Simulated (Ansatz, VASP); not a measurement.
**TiAl3 in VASP and in Ansatz**

```xyz
4
Lattice="3.9797 0.0000 0.0000 0.0000 3.9797 0.0000 0.0000 0.0000 3.9797" Properties=species:S:1:pos:R:3 pbc="T T T"
Ti    1.9898    1.9898    1.9898
Al    0.0000    1.9898    0.0000
Al    1.9898    0.0000    0.0000
Al    0.0000    0.0000    1.9898
```

Alike in both runs: functional PBE; k mesh 10 × 10 × 10; occupations gaussian, width 0.1 eV; no spin polarisation.

Ansatz relaxed the structure, and its values are those at the end. VASP's run is a single point on that final structure, the one shown.

```csv
,VASP,Ansatz
version,VASP 6.6.1,Ansatz 0.2.0
potentials or method,"VASP PAW PBE potentials, release 64 (Ti_sv, Al), cutoff 520 eV","scalar-relativistic, plane waves, PAW"
valence electrons in the cell,21,21
```

```csv
,VASP,Ansatz,Ansatz less VASP
gap on the k mesh at the Fermi level (eV),none,none,-
pressure (GPa),0.0,0.0,+0.02
```

A gap of «none» marks a metal or a gap that the smearing closes.
